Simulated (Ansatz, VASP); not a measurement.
# HfPdSe4: VASP beside Ansatz

```xyz
6
Lattice="3.7553 0.0000 0.0000 -1.8776 3.2522 0.0000 0.0000 0.0000 13.4302" Properties=species:S:1:pos:R:3 pbc="T T T"
Hf    0.0000    0.0000    0.0000
Pd    0.0000    0.0000    6.7151
Se    1.8776    1.0841   11.8471
Se    1.8776    1.0841    5.4163
Se    0.0000    2.1681    8.0139
Se    0.0000    2.1681    1.5832
```

Change from the starting cell: relaxed end of: species swapped into the TaTiTe4 type (P-3m1, No. 164).

Alike in both runs: task relaxation of cell and atoms; functional PBE; k mesh 12 × 12 × 4; occupations gaussian, width 0.02 eV; no spin polarisation.

|  | VASP | Ansatz |
| --- | --- | --- |
| version | VASP 6.6.1 | Ansatz 0.2.0 |
| potentials or method | VASP PAW PBE potentials, release 64 (Hf_pv, Pd, Se), cutoff 600 eV | scalar-relativistic, plane waves, PAW |
| valence electrons in the cell | 44 | 108 |

|  | VASP | Ansatz | Ansatz less VASP |
| --- | --- | --- | --- |
| gap on the k mesh at the Fermi level, each at its own relaxed structure (eV) | 0.57 | 0.56 | -0.006 |
| relaxed volume (Å³/atom) | 27.29 | 27.34 | +0.044 |
| relaxed length of the cell vector where the two differ most in proportion (Å) | 3.753 | 3.755 | +0.0021 |

VASP's potentials hold 44 valence electrons a cell and Ansatz's 108, so a difference there can come from the potentials and not from the codes.

Neither program's run includes spin-orbit coupling.
